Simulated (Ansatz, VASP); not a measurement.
One calculation of CdH2O2, two programs

File INCAR:

```
SYSTEM = CdH2O2
  PREC = Accurate
  ENCUT = 700
  EDIFF = 1E-6
  ISMEAR = 0
  SIGMA = 0.05
  LREAL = .False.
  LASPH = .True.
  NELM = 120
  ALGO = Normal
  ISIF = 2
  LWAVE = .False.
  LCHARG = .False.
  GGA = PS
  NBANDS = 25
  GGA_COMPAT = .False.
```

File KPOINTS:

```
Automatic mesh
0
Gamma
  9 9 6
  0 0 0
```

File POSCAR:

```
CdH2O2
1.0
    3.4100601858      0.0000000000      0.0000000000
   -1.7050300929      2.9531987493      0.0000000000
    0.0000000000      0.0000000000      4.6429792900
Cd H O
1 2 2
Direct
    0.0000000000      0.0000000000      0.0000000000
    0.6666666667      0.3333333333      0.5509607200
    0.3333333333      0.6666666667      0.4490392800
    0.6666666667      0.3333333333      0.7593720000
    0.3333333333      0.6666666667      0.2406280000
```

Input for Ansatz:

```yaml
crystal:
  lattice:
    - [3.4100601858, 0.0, 0.0]
    - [-1.7050300929, 2.9531987493, 0.0]
    - [0.0, 0.0, 4.64297929]
  atoms:
    - { symbol: Cd, position: [0.0, 0.0, 0.0] }
    - { symbol: H, position: [0.6666666667, 0.3333333333, 0.55096072] }
    - { symbol: H, position: [0.3333333333, 0.6666666667, 0.44903928] }
    - { symbol: O, position: [0.6666666667, 0.3333333333, 0.759372] }
    - { symbol: O, position: [0.3333333333, 0.6666666667, 0.240628] }
basis:
  ecutwfc: 420
kpoints:
  mp_grid: { grid: [9, 9, 6] }
hamiltonian:
  xc: pbesol
scf:
  occupations: { method: gaussian, width: 0.05 }
output:
  forces: true
  stress: true
  eigenvalues: true
```

Change from the starting cell: strain -0.030 along x and y, +0.000 along z, atoms carried along.

Alike in both runs: task single point; functional PBEsol; k mesh 9 × 9 × 6; occupations gaussian, width 0.05 eV; no spin polarisation.

```csv
,VASP,Ansatz
version,VASP 6.6.1,Ansatz 0.2.0
potentials or method,"VASP PAW PBE potentials, release 64 (Cd_sv_GW, H, O), cutoff 700 eV","scalar-relativistic, plane waves, PAW"
valence electrons in the cell,34,34
```

Ansatz gave:

```
gap on the k mesh at the Fermi level (eV)                     : 1.76
least direct gap on the mesh (eV)                             : 2.06
pressure (GPa)                                                : 5.7
traceless stress, the component that is largest in VASP (GPa) : -0.65
rms of the force components (eV/Å)                            : 0.188
```

Problem. Which values does VASP return?

Solution. gap on the k mesh at the Fermi level (eV): 1.76; least direct gap on the mesh (eV): 2.06; pressure (GPa): 5.8; traceless stress, the component that is largest in VASP (GPa): -0.02; rms of the force components (eV/Å): 0.253.

VASP's potentials were made for PBE, not for PBEsol. Atom by atom the forces differ by 0.066 eV/Å (rms over components).
